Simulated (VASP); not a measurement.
**Ga: relaxation of cell and atoms with PBEsol**

Ga:

```
CELL_PARAMETERS angstrom
2.03916 1.17731 1.30143
-2.03916 1.17731 1.30143
0.00000 -2.35462 1.30143
ATOMIC_POSITIONS crystal
Ga 0.50000 0.50000 0.50000
```

```yaml
Program: VASP 6.6.1
Task: relaxation of cell and atoms
Functional: PBEsol
Potentials_or_basis: VASP PAW PBE potentials, release 64 (Ga_d)
Cutoff: 600 eV
k_mesh: 21 × 21 × 21
Occupations: gaussian, width 0.1 eV
Spin: no spin polarisation
Dipole_correction: no
Further_INCAR_settings: ALGO = Fast; EDIFF = 1e-07; IBRION = 2; EDIFFG = -0.01; NSW = 100; ISIF = 3
```

```json
{"Relaxed volume": "18.67 Å³/atom", "Relaxed cell": "a = 2.696 Å, b = 2.696 Å, c = 2.696 Å, α = 99.64°, β = 99.64°, γ = 99.64°", "Space group after relaxing (to 0.05 Å)": "R-3m (No. 166)", "Energy gained by relaxing": "1.5 meV/atom", "Ionic steps": "11", "Pressure after relaxing": "0.0 GPa"}
```

Step by step:
```tsv
step	energy change (eV)	largest force (eV/Å)	pressure (GPa)	volume (Å³)
1	0.0000	0.0000	0.06	18.75
2	-0.0003	0.0000	-0.15	18.77
3	-0.0010	0.0000	-0.40	18.82
4	-0.0007	0.0000	-0.80	18.93
5	-0.0012	0.0000	-0.56	18.87
6	-0.0013	0.0000	-0.42	18.82
7	-0.0014	0.0000	-0.32	18.79
8	-0.0014	0.0000	-0.14	18.71
9	-0.0014	0.0000	-0.20	18.73
10	-0.0015	0.0000	-0.15	18.72
11	-0.0015	0.0000	0.02	18.67
```

Final structure:
```
Ga
1.0
     2.06004    1.18936    1.26969
    -2.06004    1.18936    1.26969
     0.00000   -2.37873    1.26969
Ga
1
Direct
  0.50000 0.50000 0.50000
```

Levels at points of the mesh, in eV from the Fermi level:
| k point | band 3 | band 4 | band 5 | band 6 | band 7 | band 8 | band 9 | band 10 |
| --- | --- | --- | --- | --- | --- | --- | --- | --- |
| (0.00, 0.00, 0.00) | -14.73 | -14.66 | -14.66 | -11.19 | 9.18 | 10.41 | 10.41 | 13.01 |

Wall time 6.2 min on 1 thread of Intel(R) Xeon(R) 6975P-C (Granite Rapids) (shared host), peak memory 0.35 GiB.

Caveat: the PAW data sets were made with another functional, which shifts forces and pressure a little.
